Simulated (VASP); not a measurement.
# Ga (Fd-3m) in VASP: a series of runs

The runs below take Ga through single point, relaxation of cell and atoms, with RPBE.

Program: VASP 6.6.1. These are calculated values, not measurements. Logs are shortened: lines on timing, memory, paths and dates and some standing lists are left out, and cuts for length are marked.

## (1) The cell of the first run

The structure is cubic, space group Fd-3m (No. 227). The conventional cell has a = 5.972 Å, b = 5.972 Å, c = 5.972 Å, α = 90.00°, β = 90.00°, γ = 90.00°. Ga (site symmetry -43m) has 4 Ga at 2.59 Å within 3.4 Å.

This isn't the form of Ga at room conditions, which is orthorhombic.

## (2) Single point, RPBE (26.62 Å³/atom)

File INCAR:

```
PREC = Accurate
ENCUT = 520
EDIFF = 1E-6
ISMEAR = -1
SIGMA = 0.1
LREAL = False
LASPH = True
NELM = 60
ALGO = Normal
ISIF = 2
LWAVE = False
LCHARG = False
GGA = RP
NBANDS = 20
```

File KPOINTS:

```
regular mesh
0
Gamma
  10 10 10
```

File POSCAR:

```
Ga
1.0
    0.0000000000      2.9858606289      2.9858606289
    2.9858606289      0.0000000000      2.9858606289
    2.9858606289      2.9858606289      0.0000000000
Ga
2
Direct
    0.1250000000      0.1250000000      0.1250000000
    0.8750000000      0.8750000000      0.8750000000
```

Potentials or basis: VASP PAW PBE potentials, release 64 (Ga_d).

On the command line:

```sh
$ cat potpaw_PBE.64/Ga_d/POTCAR > POTCAR
$ mpirun -np 1 vasp_std > vasp.out
```

OUTCAR:

```text
PREC = Accurate
   ENCUT = 520
   EDIFF = 1E-6
   ISMEAR = -1
   LREAL = False
   LASPH = True
   NELM = 60
   ISIF = 2
   GGA = RP

 ion  position               nearest neighbor table
   1  0.125  0.125  0.125-   2 2.59   2 2.59   2 2.59   2 2.59
   2  0.875  0.875  0.875-   1 2.59   1 2.59   1 2.59   1 2.59

  LATTYP: Found a face centered cubic cell.
 ALAT       =     5.9717212578

  Lattice vectors:

 A1 = (   0.0000000000,   2.9858606289,   2.9858606289)
 A2 = (   2.9858606289,   0.0000000000,   2.9858606289)
 A3 = (   2.9858606289,   2.9858606289,   0.0000000000)

Analysis of symmetry for initial positions (statically):
=====================================================================
 Subroutine PRICEL returns:
 Original cell was already a primitive cell.

 Routine SETGRP: Setting up the symmetry group for a
 face centered cubic supercell.

 Subroutine GETGRP returns: Found 48 space group operations
 (whereof 12 operations were pure point group operations)
 out of a pool of 48 trial point group operations.

The static configuration has the point symmetry D_3d.
 The point group associated with its full space group is O_h .

Analysis of symmetry for dynamics (positions and initial velocities):
=====================================================================
 Subroutine PRICEL returns:
 Original cell was already a primitive cell.

 Routine SETGRP: Setting up the symmetry group for a
 face centered cubic supercell.

 Subroutine GETGRP returns: Found 48 space group operations
 (whereof 12 operations were pure point group operations)
 out of a pool of 48 trial point group operations.

The dynamic configuration has the point symmetry D_3d.
 The point group associated with its full space group is O_h .

 Subroutine INISYM returns: Found 48 space group operations
 (whereof 12 operations are pure point group operations),
 and found     1 'primitive' translations

----------------------------------------------------------------------------------------

                                     Primitive cell

  volume of cell :      53.2401

  direct lattice vectors                    reciprocal lattice vectors
     0.000000000  2.985860629  2.985860629    -0.167455907  0.167455907  0.167455907
     2.985860629  0.000000000  2.985860629     0.167455907 -0.167455907  0.167455907
[... 78 lines left out ...]
   ICHARG =      2    charge: 1-file 2-atom 10-const
   ISPIN  =      1    spin polarized calculation?
   LNONCOLLINEAR =      F non collinear calculations
   LSORBIT =      F    spin-orbit coupling
   LASPH  =      T    aspherical Exc in radial PAW
   ENCUT  =  520.0 eV  38.22 Ry    6.18 a.u.   7.85  7.85  7.85*2*pi/ulx,y,z
   NELM   =     60;   NELMIN=  2; NELMDL= -5     # of ELM steps
   EDIFF  = 0.1E-05   stopping-criterion for ELM
   LREAL  =      F    real-space projection
   EDIFFG = 0.1E-04   stopping-criterion for IOM
   NSW    =      0    number of steps for IOM
   IBRION =     -1    ionic relax: 0-MD 1-quasi-New 2-CG
   NFREE  =      0    steps in history (QN), initial steepest desc. (CG)
   ISIF   =      2    stress and relaxation
   ISYM   =      2    0-nonsym 1-usesym 2-fastsym
   POTIM  = 0.5000    time-step for ionic-motion
   TEBEG  =    0.0;   TEEND  =   0.0 temperature during run
   PSTRESS=    0.0 pullay stress
   NELECT =      26.0000    total number of electrons
   NUPDOWN=      -1.0000    fix difference up-down
   EMIN   =  10.00;   EMAX   =-10.00  energy-range for DOS
   EFERMI =   0.00;   METHOD = LEGACY
   ISMEAR =    -1;   SIGMA  =   0.10  broadening in eV -4-tet -1-fermi 0-gaus
   EFERMI_NEDOS =   21; number of points for ismear=-14 and -15
   IALGO  =     38    algorithm
   IMIX   =      4    mixing-type and parameters
     AMIX     =   0.40;   BMIX     =  1.00
     AMIX_MAG =   1.60;   BMIX_MAG =  1.00
  volume/ion in A,a.u.               =      26.62       179.64
  Fermi-wavevector in a.u.,A,eV,Ry     =   1.289198  2.436232 22.613324  1.662032
  Thomas-Fermi vector in A             =   2.421106
   LORBIT       =      0    0 simple, 1 ext, 2 COOP (PROOUT), +10 PAW based schemes
   GGA     = RP    functional components
   LHFCALC =     F    Hartree Fock is set to
   AEXX    =    0.0000 exact exchange contribution
   IVDW    =     0    specifies the selected vdW correction
   LEPSILON=     F    determine dielectric tensor
   LRPA    =     F    only Hartree local field effects (RPA)
 non-spin polarized calculation
  energy-cutoff  :      520.00
  volume of cell :       53.24
 maximum number of plane-waves:      1459
   NGX = 15   NGY = 15   NGZ = 15

 number of electron      26.0000025 magnetization

 Free energy of the ion-electron system (eV)
  ---------------------------------------------------
  ext. energy  EPLUGINS =         0.00000000
  ---------------------------------------------------
  free energy    TOTEN  =        -4.60996190 eV

  energy without entropy =       -4.56639456  energy(sigma->0) =       -4.58817823

 E-fermi :   2.4396     XC(G=0):  -8.9324

 val. band max:        2.4095862553   @ k =   0.5000   0.3000   0.0000
 cond. band min:       2.4469900623   @ k =   0.5000   0.3000   0.1000
 fundamental gap:      0.0374038070
 Fermi energy:         2.4395622066

 k-point     1 :       0.0000    0.0000    0.0000
  band No.  band energies     occupation
      1     -12.3398      2.00000
      2     -12.3398      2.00000
      3     -12.3398      2.00000
      4     -12.3031      2.00000
      5     -12.3031      2.00000
      6     -12.0306      2.00000
[... 541 lines left out ...]
     19      13.7390      0.00000
     20      15.0755      0.00000

 [... further k-points ...]

------------------------ aborting loop because EDIFF is reached ----------------------------------------

  FORCE on cell =-STRESS in cart. coord.  units (eV):
  Direction    XX          YY          ZZ          XY          YZ          ZX
  --------------------------------------------------------------------------------------
  -------------------------------------------------------------------------------------
  Total        0.0385598      0.0385598      0.0385598     -0.0000000     -0.0000000      0.0000000
  in kB        1.1603969      1.1603969      1.1603969     -0.0000000     -0.0000000      0.0000000
  external PRESSURE =       1.1603969 kB  Pullay stress =       0.0000000 kB

 VOLUME and BASIS-vectors are now :
 -----------------------------------------------------------------------------
  energy-cutoff  :      520.00
  volume of cell :       53.24
      direct lattice vectors                 reciprocal lattice vectors
     0.000000000  2.985860629  2.985860629    -0.167455907  0.167455907  0.167455907
     2.985860629  0.000000000  2.985860629     0.167455907 -0.167455907  0.167455907
     2.985860629  2.985860629  0.000000000     0.167455907  0.167455907 -0.167455907

 POSITION                                       TOTAL-FORCE (eV/Angst)
 -----------------------------------------------------------------------------------
      0.74647      0.74647      0.74647        -0.000000     -0.000000     -0.000000
      5.22526      5.22526      5.22526         0.000000      0.000000      0.000000
 -----------------------------------------------------------------------------------
    total drift:                                0.000000      0.000000     -0.000000

  FREE ENERGIE OF THE ION-ELECTRON SYSTEM (eV)
  ---------------------------------------------------
  free  energy   TOTEN  =        -4.6099619029 eV

  energy  without entropy=       -4.5663945605  energy(sigma->0) =       -4.58817823
```

Run time: 63 s. Hardware: 1 thread of Intel Xeon 8259CL, shared host; peak memory 0.19 GiB.

Results:

* Free energy: -4.6100 eV
* Pressure: 0.1 GPa
* Band gap on the k mesh: zero (bands 13 and 14 overlap by 3.86 eV)

Caveat: the PAW data sets were made with another functional, which shifts forces and pressure a little.

## (3) Single point, RPBE (29.81 Å³/atom)

This run uses another cell than the first one, of 29.81 Å³/atom.

Edit INCAR of step 2 so:

```diff
@@ -2,3 +2,3 @@
 ENCUT = 520
-EDIFF = 1E-6
+EDIFF = 1E-7
 ISMEAR = -1
@@ -7,3 +7,3 @@
 LASPH = True
-NELM = 60
+NELM = 80
 ALGO = Normal
```

File KPOINTS:

```
Automatic mesh
0
Gamma
  10 10 10
```

File POSCAR:

```
Ga
1.0
    0.0000000000      3.1008127409      3.1008127409
    3.1008127409      0.0000000000      3.1008127409
    3.1008127409      3.1008127409      0.0000000000
Ga
2
Direct
    0.1250000000      0.1250000000      0.1250000000
    0.8750000000      0.8750000000      0.8750000000
```

Potentials or basis: VASP PAW PBE potentials, release 64 (Ga_d).

On the command line:

```sh
$ cat potpaw_PBE.64/Ga_d/POTCAR > POTCAR
$ mpirun -np 1 vasp_std > vasp.out
```

It took 98 s on 1 thread of Intel Xeon 8259CL, shared host; peak memory 0.22 GiB.

The run converged. Its results:

```yaml
Free_energy: -4.5564 eV
Pressure: -2.5 GPa
Band_gap_on_the_k_mesh: zero (bands 13 and 14 overlap by 3.38 eV)
```

Levels at points of the mesh, in eV from the Fermi level:
| k point | band 10 | band 11 | band 12 | band 13 | band 14 | band 15 | band 16 | band 17 |
| --- | --- | --- | --- | --- | --- | --- | --- | --- |
| (0.00, 0.00, 0.00) | -14.49 | -8.58 | 1.88 | 2.29 | 2.29 | 2.29 | 4.29 | 4.29 |
| (0.50, 0.00, 0.00) | -14.47 | -6.80 | -4.27 | 1.07 | 1.07 | 2.08 | 5.25 | 5.25 |
| (0.50, 0.50, 0.00) | -14.46 | -5.31 | -5.31 | -0.39 | -0.39 | 2.58 | 2.58 | 10.16 |

Caveat: the PAW data sets were made with another functional, which shifts forces and pressure a little.

## (4) Relaxation of cell and atoms, RPBE

This run uses another cell than the first one, of 26.45 Å³/atom.

File INCAR:

```
SYSTEM = Ga
PREC = Accurate
ENCUT = 600
EDIFF = 1E-7
ISMEAR = -1
SIGMA = 0.1
LREAL = .False.
LASPH = .True.
NELM = 60
ALGO = Normal
ISIF = 3
LWAVE = .False.
LCHARG = .False.
GGA = RP
IBRION = 2
NSW = 80
EDIFFG = -0.01
```

File KPOINTS:

```
regular mesh
0
Gamma
  9 9 9
  0 0 0
```

File POSCAR:

```
Ga
1.0
    0.0000000000      2.9796103622      2.9796103622
    2.9796103622      0.0000000000      2.9796103622
    2.9796103622      2.9796103622      0.0000000000
Ga
2
Direct
    0.1250000000      0.1250000000      0.1250000000
    0.8750000000      0.8750000000      0.8750000000
```

On the command line:

```sh
$ cat potpaw_PBE.64/Ga_d/POTCAR > POTCAR
$ mpirun -np 1 vasp_std > vasp.out
```

Run time: 1.8 min. Hardware: 1 thread of Intel Xeon 8259CL, shared host; peak memory 0.22 GiB.

It converged, with:

* Free energy: -4.6050 eV
* Relaxed volume: 26.64 Å³/atom
* Relaxed cell: a = 4.223 Å, b = 4.223 Å, c = 4.223 Å, α = 60.00°, β = 60.00°, γ = 60.00°
* Space group after relaxing (to 0.1 Å): Fd-3m (No. 227)
* Energy gained by relaxing: 0.2 meV/atom
* Ionic steps: 2
* Pressure after relaxing: 0.1 GPa
* Band gap on the k mesh: zero (bands 13 and 14 overlap by 3.51 eV)

Step by step:
```
step  energy change (eV)  largest force (eV/Å)  pressure (GPa)  volume (Å³)
   1              0.0000                0.0000            0.29        52.91
   2             -0.0004                0.0000            0.06        53.27
```

Final structure:
```yaml
crystal:
  lattice:
    - [0.00000, 2.98645, 2.98645]
    - [2.98645, 0.00000, 2.98645]
    - [2.98645, 2.98645, 0.00000]
  atoms:
    - { symbol: Ga, position: [0.12500, 0.12500, 0.12500] }
    - { symbol: Ga, position: [0.87500, 0.87500, 0.87500] }
```

Levels at points of the mesh, in eV from the Fermi level:
```csv
k point,band 10,band 11,band 12,band 13,band 14,band 15,band 16,band 17
"(0.00, 0.00, 0.00)",-14.43,-9.08,2.58,2.58,2.58,2.96,4.61,4.61
```

Caveat: the PAW data sets were made with another functional, which shifts forces and pressure a little.

## (5) Overview

```tsv
task	cell	k mesh	cutoff (eV)	gap on the mesh (eV)	pressure (GPa)
single point	a = 4.223 Å, angles 60.0°, 2 atoms	10 × 10 × 10	520	none	0.1
single point	a = 4.385 Å, angles 60.0°, 2 atoms	10 × 10 × 10	520	none	-2.5
relaxation of cell and atoms	relaxed from a = 4.214 Å, angles 60.0°, 2 atoms	9 × 9 × 9	600	none	0.1
```

Alike in all rows: level RPBE; potentials or basis VASP PAW PBE potentials, release 64 (Ga_d); no spin polarisation; smearing fermi-dirac 0.1 eV.

Caveats: the PAW data sets were made with another functional, which shifts forces and pressure a little.

Absolute energies hang on the potentials; compare differences alone.

The gap in the log of VASP goes by the Fermi energy; the results here count the filled bands.